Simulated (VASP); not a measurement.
A run of VASP 6.6.1 is set up as follows.

Contents of POSCAR:

```
ZnS
1.0
    0.0000000000      2.7067108583      2.7067108583
    2.7067108583      0.0000000000      2.7067108583
    2.7067108583      2.7067108583      0.0000000000
Zn S
1 1
Direct
    0.0000000000      0.0000000000      0.0000000000
    0.2500000000      0.2500000000      0.2500000000
```

Contents of INCAR.step1:

```
SYSTEM = ZnS
  ALGO = Normal
  EDIFF = 1E-5
  ENCUT = 520
  GGA = PE
  ISIF = 2
  ISMEAR = -1
  LASPH = .TRUE.
  LREAL = .FALSE.
  LWAVE = .TRUE.
  NBANDS = 16
  NELM = 100
  PREC = Accurate
  SIGMA = 0.05
```

Contents of INCAR.step2:

```
SYSTEM = ZnS
  ALGO = Normal
  EDIFF = 1E-7
  ENCUT = 520
  GGA = PE
  HFSCREEN = 0.2079
  ISIF = 2
  ISMEAR = -1
  ISTART = 1
  LASPH = .TRUE.
  LCHARG = .TRUE.
  LELF = .TRUE.
  LHFCALC = .TRUE.
  LREAL = .FALSE.
  LVHAR = .TRUE.
  LWAVE = .FALSE.
  NBANDS = 16
  NELM = 100
  PREC = Accurate
  PRECFOCK = Normal
  SIGMA = 0.05
```

Contents of KPOINTS:

```
k-points
0
G
  4 4 4
  0 0 0
```

Potentials or basis: VASP PAW PBE potentials, release 64 (Zn, S).

Run with:

```sh
$ cat potpaw_PBE.64/Zn/POTCAR potpaw_PBE.64/S/POTCAR > POTCAR
$ cp INCAR.step1 INCAR
$ mpirun -np 1 vasp_std > vasp.out
$ cp INCAR.step2 INCAR
$ mpirun -np 1 vasp_std > vasp.out
```

Problem. Estimate the pressure.

Solution. 0.8 GPa.

Problem. What does it give for the band gap on the k mesh?

Solution. 3.32 eV, direct.

Caveat: the k points lie up to 0.50 Å⁻¹ apart; the PAW data sets were made with another functional, which shifts forces and pressure a little.
